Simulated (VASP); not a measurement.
# Al (Im-3m) in VASP: further runs, part 2 of 2

VASP 6.6.1. Earlier steps stand in the parts before.

**3. Relaxation of cell and atoms, PBE-based screened hybrid**

This run uses another cell than the first one, of 16.12 Å³/atom, 0.884 times its volume.

Contents of POSCAR:

```
Al
1.0
   -1.5912186900      1.5912186900      1.5912186900
    1.5912186900     -1.5912186900      1.5912186900
    1.5912186900      1.5912186900     -1.5912186900
Al
1
Direct
    0.0000000000      0.0000000000      0.0000000000
```

Contents of INCAR.step1:

```
SYSTEM = Al
PREC = Accurate ; ENCUT = 600
EDIFF = 1E-5 ; ISMEAR = -1
SIGMA = 0.05 ; LREAL = .False.
LASPH = .True. ; NELM = 80
ALGO = Normal ; LWAVE = .True.
LCHARG = .False. ; GGA = PE
NBANDS = 8
```

Contents of INCAR.step2:

```
SYSTEM = Al
PREC = Accurate ; ENCUT = 600
EDIFF = 1E-7 ; ISMEAR = -1
SIGMA = 0.05 ; LREAL = .False.
LASPH = .True. ; NELM = 80
ALGO = Normal ; ISIF = 3
LWAVE = .False. ; LCHARG = .False.
GGA = PE ; LHFCALC = .True.
AEXX = 0.25 ; HFSCREEN = 0.3
PRECFOCK = Normal ; IBRION = 2
NSW = 60 ; EDIFFG = -0.01
ISTART = 1
```

Contents of KPOINTS:

```
regular mesh
0
Gamma
  6 6 6
  0 0 0
```

Potentials or basis: VASP PAW PBE potentials, release 64 (Al).

Started as:

```bash
$ cat potpaw_PBE.64/Al/POTCAR > POTCAR
$ cp INCAR.step1 INCAR
$ mpirun -np 1 vasp_std > vasp.out
$ cp INCAR.step2 INCAR
$ mpirun -np 1 vasp_std > vasp.out
```

Wall time 4.1 min (1 thread of AMD EPYC 7R13 (Zen 3), shared host); peak memory 0.2 GiB.

It converged, with:

```
Free energy                            : -3.9710 eV
Relaxed volume                         : 16.86 Å³/atom
Relaxed cell                           : a = 2.798 Å, b = 2.798 Å, c = 2.798 Å, α = 109.47°, β = 109.47°, γ = 109.47°
Space group after relaxing (to 0.05 Å) : Im-3m (No. 229)
Energy gained by relaxing              : 8.3 meV/atom
Ionic steps                            : 3
Pressure after relaxing                : 0.0 GPa
```

The path:
| step | energy change (eV) | largest force (eV/Å) | pressure (GPa) | volume (Å³) |
| --- | --- | --- | --- | --- |
| 1 | 0.0000 | 0.0000 | 3.75 | 16.12 |
| 2 | -0.0080 | 0.0000 | -0.68 | 17.01 |
| 3 | -0.0083 | 0.0000 | 0.00 | 16.86 |

Final structure:
```
Al
1.0
    -1.61519    1.61519    1.61519
     1.61519   -1.61519    1.61519
     1.61519    1.61519   -1.61519
Al
1
Direct
  0.00000 0.00000 0.00000
```

Levels at points of the mesh, in eV from the Fermi level:
```
           k point  band 1  band 2  band 3  band 4
(0.00, 0.00, 0.00)  -12.41   14.02   14.02   14.02
(0.50, 0.00, 0.00)   -4.82   -4.34    8.60    8.82
(0.50, 0.50, 0.50)    3.22    3.22    3.22    4.38
```

Caveat: the k points lie up to 0.46 Å⁻¹ apart in the final cell; the PAW data sets were made with another functional, which shifts forces and pressure a little.

**4. Relaxation of cell and atoms, PBEsol-based screened hybrid**

This run uses another cell than the first one, of 16.12 Å³/atom, 0.884 times its volume.

POSCAR is that of step 3.

Contents of INCAR.step1:

```
PREC = Accurate
ENCUT = 600
EDIFF = 1E-5
ISMEAR = -1
SIGMA = 0.05
LREAL = F
LASPH = T
NELM = 80
ALGO = Normal
LWAVE = T
LCHARG = F
GGA = PE
NBANDS = 8
```

Contents of INCAR.step2:

```
PREC = Accurate
ENCUT = 600
EDIFF = 1E-7
ISMEAR = -1
SIGMA = 0.05
LREAL = F
LASPH = T
NELM = 80
ALGO = Normal
ISIF = 3
LWAVE = F
LCHARG = F
GGA = PS
LHFCALC = T
AEXX = 0.25
HFSCREEN = 0.207
PRECFOCK = Normal
IBRION = 2
NSW = 60
EDIFFG = -0.01
ISTART = 1
```

Contents of KPOINTS:

```
Automatic mesh
0
Gamma
  6 6 6
```

Started as:

```bash
$ cat potpaw_PBE.64/Al/POTCAR > POTCAR
$ cp INCAR.step1 INCAR
$ mpirun -np 1 vasp_std > vasp.out
$ cp INCAR.step2 INCAR
$ mpirun -np 1 vasp_std > vasp.out
```

It took 3.8 min on 1 thread of AMD EPYC 7R13 (Zen 3), shared host; peak memory 0.2 GiB.

It converged, with:

```yaml
Free_energy: -4.2732 eV
Relaxed_volume: 16.61 Å³/atom
Relaxed_cell: a = 2.784 Å, b = 2.784 Å, c = 2.784 Å, α = 109.47°, β = 109.47°, γ = 109.47°
Space_group_after_relaxing_to_0.05_Å: Im-3m (No. 229)
Energy_gained_by_relaxing: 3.8 meV/atom
Ionic_steps: 3
Pressure_after_relaxing: 0.0 GPa
```

The path:
```
step  energy change (eV)  largest force (eV/Å)  pressure (GPa)  volume (Å³)
   1              0.0000                0.0000            2.52        16.12
   2             -0.0036                0.0000           -0.50        16.71
   3             -0.0038                0.0000            0.00        16.61
```

Final structure:
```xyz
1
Lattice="-1.6072 1.6072 1.6072 1.6072 -1.6072 1.6072 1.6072 1.6072 -1.6072" Properties=species:S:1:pos:R:3 pbc="T T T"
Al    0.0000    0.0000    0.0000
```

Levels at points of the mesh, in eV from the Fermi level:
```
           k point  band 1  band 2  band 3  band 4  band 5
(0.00, 0.00, 0.00)  -12.74   14.26   14.26   14.26   15.66
(0.50, 0.00, 0.00)   -5.02   -4.49    8.87    9.01   10.68
(0.50, 0.50, 0.50)    3.42    3.42    3.42    4.52    4.52
```

Caveat: the k points lie up to 0.46 Å⁻¹ apart in the final cell; the PAW data sets were made with another functional, which shifts forces and pressure a little.

**5. Relaxation of cell and atoms, HF**

This run uses another cell than the first one, of 16.12 Å³/atom, 0.884 times its volume.

POSCAR is that of step 4.

Contents of INCAR.step1:

```
SYSTEM = Al
PREC = Accurate
ENCUT = 600
EDIFF = 1E-5
ISMEAR = -1
SIGMA = 0.05
LREAL = .False.
LASPH = .True.
NELM = 80
ALGO = Normal
LWAVE = .True.
LCHARG = .False.
GGA = PE
NBANDS = 8
```

Contents of INCAR.step2:

```
SYSTEM = Al
PREC = Accurate
ENCUT = 600
EDIFF = 1E-6
ISMEAR = -1
SIGMA = 0.05
LREAL = .False.
LASPH = .True.
NELM = 80
ALGO = Normal
ISIF = 3
LWAVE = .False.
LCHARG = .False.
GGA = PE
LHFCALC = .True.
AEXX = 1.0
ALDAC = 0.0
AGGAC = 0.0
PRECFOCK = Normal
IBRION = 2
NSW = 60
EDIFFG = -0.01
ISTART = 1
```

Contents of KPOINTS:

```
Automatic mesh
0
Gamma
  6 6 6
  0 0 0
```

Started as:

```bash
$ cat potpaw_PBE.64/Al/POTCAR > POTCAR
$ cp INCAR.step1 INCAR
$ mpirun -np 1 vasp_std > vasp.out
$ cp INCAR.step2 INCAR
$ mpirun -np 1 vasp_std > vasp.out
```

Wall time 12 min (1 thread of AMD EPYC 7R13 (Zen 3), shared host); peak memory 0.11 GiB.

Results (log left out):

```
Free energy                            : -6.9759 eV
Relaxed volume                         : 22.23 Å³/atom
Relaxed cell                           : a = 3.068 Å, b = 3.068 Å, c = 3.068 Å, α = 109.47°, β = 109.47°, γ = 109.47°
Space group after relaxing (to 0.05 Å) : Im-3m (No. 229)
Energy gained by relaxing              : 255.6 meV/atom
Ionic steps                            : 19
Pressure after relaxing                : 0.1 GPa
```

The path:
```tsv
step	energy change (eV)	largest force (eV/Å)	pressure (GPa)	volume (Å³)
1	0.0000	0.0000	18.10	16.12
2	-0.2458	0.0000	2.18	20.75
3	-0.2542	0.0000	0.77	21.68
4	-0.2499	0.0000	-1.29	23.64
5	-0.2556	0.0000	-0.09	22.36
6	-0.2556	0.0000	0.08	22.22
7	-0.2556	0.0000	0.09	22.22
8	-0.2556	0.0000	0.08	22.22
9	-0.2556	0.0000	0.08	22.22
10	-0.2556	0.0000	0.08	22.22
11	-0.2556	0.0000	0.08	22.22
12	-0.2556	0.0000	0.08	22.22
13	-0.2556	0.0000	0.08	22.22
14	-0.2556	0.0000	0.08	22.22
15	-0.2556	0.0000	0.08	22.22
16	-0.2556	0.0000	0.08	22.22
17	-0.2556	0.0000	0.08	22.23
18	-0.2556	0.0000	0.08	22.23
19	-0.2556	0.0000	0.07	22.23
```

Final structure:
```
Al
1.0
    -1.77135    1.77135    1.77135
     1.77135   -1.77135    1.77135
     1.77135    1.77135   -1.77135
Al
1
Direct
  0.00000 0.00000 0.00000
```

Levels at points of the mesh, in eV from the Fermi level:
```csv
k point,band 1,band 2,band 3,band 4
"(0.00, 0.00, 0.00)",-17.44,12.04,17.05,17.05
"(0.50, 0.00, 0.00)",-9.35,-6.52,10.60,10.68
"(0.50, 0.50, 0.50)",7.91,8.71,8.71,8.71
```

Caveat: the k points lie up to 0.42 Å⁻¹ apart in the final cell; the volume moved by over 15 % at a fixed basis, so the end points are rough; the PAW data sets were made with another functional, which shifts forces and pressure a little.

**6. Single point, r2SCAN+D4**

This run uses another cell than the first one, of 16.12 Å³/atom, 0.884 times its volume.

POSCAR is that of step 5.

Contents of INCAR.step1:

```
ALGO = Normal ; EDIFF = 1E-4
ENCUT = 520 ; GGA = PE
ISMEAR = 1 ; LASPH = True
LCHARG = False ; LREAL = False
LWAVE = True ; NBANDS = 8
NELM = 100 ; PREC = Accurate
SIGMA = 0.01
```

Contents of INCAR.step2:

```
ALGO = Normal ; EDIFF = 1E-6
ENCUT = 520 ; ISIF = 2
ISMEAR = 1 ; ISTART = 1
IVDW = 13 ; LASPH = True
LCHARG = True ; LELF = True
LMIXTAU = True ; LREAL = False
LVHAR = True ; LWAVE = False
METAGGA = R2SCAN ; NBANDS = 8
NELM = 100 ; PREC = Accurate
SIGMA = 0.01 ; VDW_A1 = 0.51559235
VDW_A2 = 5.77342911 ; VDW_S6 = 1.0
VDW_S8 = 0.6018749
```

Contents of KPOINTS:

```
k-points
0
Gamma
  12 12 12
```

Potentials or basis: VASP PAW PBE potentials, release 64 (Al).

Started as:

```bash
$ cat potpaw_PBE.64/Al/POTCAR > POTCAR
$ cp INCAR.step1 INCAR
$ mpirun -np 1 vasp_std > vasp.out
$ cp INCAR.step2 INCAR
$ mpirun -np 1 vasp_std > vasp.out
```

Run time: 16 s. Hardware: 1 thread of Intel Xeon 6975P-C, shared host; peak memory 0.13 GiB.

It converged, with:

```
Free energy                : -6.7389 eV
Pressure                   : -1.1 GPa
Dispersion energy per atom : -0.121 eV
```

Levels at points of the mesh, in eV from the Fermi level:
| k point | band 1 | band 2 | band 3 | band 4 | band 5 |
| --- | --- | --- | --- | --- | --- |
| (0.00, 0.00, 0.00) | -12.05 | 14.16 | 14.16 | 14.16 | 16.26 |
| (0.50, 0.00, 0.00) | -4.83 | -4.06 | 8.71 | 8.99 | 10.78 |
| (0.50, 0.50, 0.50) | 2.02 | 2.02 | 2.03 | 2.91 | 2.91 |

Caveat: the PAW data sets were made with another functional, which shifts forces and pressure a little; pairwise dispersion overbinds metals, which lowers pressure and volume.

**7. Summary**

| task | level | cell | k mesh | cutoff (eV) | smearing | grid for exact exchange (PRECFOCK) | share of exact exchange | screening parameter | gap on the mesh (eV) | pressure (GPa) | relaxed volume (Å³/atom) |
| --- | --- | --- | --- | --- | --- | --- | --- | --- | --- | --- | --- |
| single point | HF | a = 2.871 Å, angles 109.5°, 1 atom | 6 × 6 × 6 | 520 | fermi-dirac 0.05 eV | Normal | - | - | none | 8.4 | - |
| relaxation of cell and atoms | PBE-based screened hybrid | relaxed from a = 2.756 Å, angles 109.5°, 1 atom | 6 × 6 × 6 | 600 | fermi-dirac 0.05 eV | Normal | 0.25 | 0.3 1/Å | none | 0.0 | 16.86 |
| relaxation of cell and atoms | PBEsol-based screened hybrid | relaxed from a = 2.756 Å, angles 109.5°, 1 atom | 6 × 6 × 6 | 600 | fermi-dirac 0.05 eV | Normal | 0.25 | 0.207 1/Å | none | 0.0 | 16.61 |
| relaxation of cell and atoms | HF | relaxed from a = 2.756 Å, angles 109.5°, 1 atom | 6 × 6 × 6 | 600 | fermi-dirac 0.05 eV | Normal | - | - | none | 0.1 | 22.23 |
| single point | r2SCAN+D4 | a = 2.756 Å, angles 109.5°, 1 atom | 12 × 12 × 12 | 520 | methfessel-paxton 0.01 eV | - | - | - | none | -1.1 | - |

Alike in all rows: potentials or basis VASP PAW PBE potentials, release 64 (Al); no spin polarisation.

Caveats: some runs use coarse meshes; the PAW data sets were made with another functional, which shifts forces and pressure a little; the volume moved by over 15 % at a fixed basis, so the end points are rough (some runs); pairwise dispersion overbinds metals, which lowers pressure and volume (some runs).

Total energies depend on the potentials used, so only differences within one code and one set of settings carry meaning.
